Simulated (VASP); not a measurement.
Here is a VASP 6.6.1 calculation.

The input POSCAR:

```
Zn2AsP3
1.0
    3.5682014410      0.0000000026      0.0000000000
   -1.7841007227      3.0901530924      0.0000000000
    0.0000000000      0.0000000000      8.8634269135
Zn As P
2 1 3
Direct
    0.3333333333      0.6666666667      0.6589172324
    0.6666666667      0.3333333333      0.3410827676
    0.0000000000      0.0000000000      0.0000000000
    0.3333333333      0.6666666667      0.1664542158
    0.6666666667      0.3333333333      0.8335457842
    0.0000000000      0.0000000000      0.5000000000
```

INCAR.step1

```
SYSTEM = Zn2AsP3
PREC     = Accurate       ! precision mode
ENCUT    = 520            ! plane-wave cutoff, eV
ISMEAR   = -1             ! smearing method
SIGMA    = 0.03           ! smearing width, eV
LREAL    = .False.        ! projectors in reciprocal space
LASPH    = .True.         ! aspherical terms in the spheres
NELM     = 60             ! most SCF steps
NBANDS   = 31             ! bands
GGA      = PE             ! functional
ALGO     = Normal         ! electronic algorithm
EDIFF    = 1E-4           ! SCF threshold, eV
LWAVE    = .True.         ! write WAVECAR
LCHARG   = .False.        ! write CHGCAR
```

The input INCAR.step2:

```
SYSTEM = Zn2AsP3
PREC     = Accurate       ! precision mode
ENCUT    = 520            ! plane-wave cutoff, eV
EDIFF    = 1E-7           ! SCF threshold, eV
ISMEAR   = -1             ! smearing method
SIGMA    = 0.03           ! smearing width, eV
LREAL    = .False.        ! projectors in reciprocal space
LASPH    = .True.         ! aspherical terms in the spheres
NELM     = 60             ! most SCF steps
ALGO     = Normal         ! electronic algorithm
ISIF     = 2              ! what is computed and relaxed
LWAVE    = .False.        ! write WAVECAR
LCHARG   = .False.        ! write CHGCAR
METAGGA  = R2SCAN         ! meta-GGA
LMIXTAU  = .True.       
LUSE_VDW = .True.       
IVDW_NL  = 2            
BPARAM   = 11.95        
CPARAM   = 0.0093       
NBANDS   = 31             ! bands
ISTART   = 1
```

KPOINTS

```
regular mesh
0
Gamma
  12 12 4
  0 0 0
```

Potentials or basis: VASP PAW PBE potentials, release 64 (Zn, As, P).

Launch:

```bash
$ cat potpaw_PBE.64/Zn/POTCAR potpaw_PBE.64/As/POTCAR potpaw_PBE.64/P/POTCAR > POTCAR
$ cp INCAR.step1 INCAR
$ mpirun -np 1 vasp_std > vasp.out
$ cp INCAR.step2 INCAR
$ mpirun -np 1 vasp_std > vasp.out
```

(1) Estimate the pressure.

(2) What does it give for the largest force?

## Answers

(1) 0.2 GPa.

(2) 0.021 eV/Å.

Caveat: the PAW data sets were made with another functional, which shifts forces and pressure a little.
